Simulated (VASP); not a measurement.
A run of VASP 6.6.1 is set up as follows.

Contents of INCAR:

```
SYSTEM = Mn
PREC     = Accurate       ! precision mode
ENCUT    = 500            ! plane-wave cutoff, eV
EDIFF    = 1E-6           ! SCF threshold, eV
ISMEAR   = -1             ! smearing method
SIGMA    = 0.1            ! smearing width, eV
LREAL    = .FALSE.        ! projectors in reciprocal space
LASPH    = .TRUE.         ! aspherical terms in the spheres
NELM     = 200            ! most SCF steps
ALGO     = Normal         ! electronic algorithm
ISIF     = 2              ! what is computed and relaxed
LWAVE    = .FALSE.        ! write WAVECAR
LCHARG   = .FALSE.        ! write CHGCAR
ISPIN    = 2              ! spin polarisation
MAGMOM   = -0.839         ! initial moments
LORBIT   = 11             ! projections on sites
LMAXMIX  = 4              ! l up to which the mixer works
GGA      = PE             ! functional
NBANDS   = 16             ! bands
GGA_COMPAT= .FALSE.
```

KPOINTS

```
regular mesh
0
G
  8 8 8
  0 0 0
```

Contents of POSCAR:

```
Mn
1.0
   -1.3975143201      1.3975143201      1.3975143201
    1.3975143201     -1.3975143201      1.3975143201
    1.3975143201      1.3975143201     -1.3975143201
Mn
1
Direct
    0.0000000000      0.0000000000      0.0000000000
```

Potentials or basis: VASP PAW PBE potentials, release 64 (Mn_pv).

Command:

```sh
$ cat potpaw_PBE.64/Mn_pv/POTCAR > POTCAR
$ mpirun -np 1 vasp_std > vasp.out
```

Q: Estimate the site moments.

A: Mn -0.74 μB.

Q: What does it give for the net moment?

A: -0.74 μB per cell.

Q: Predict the pressure.

A: -0.6 GPa.

Caveat: the k points lie up to 0.40 Å⁻¹ apart.
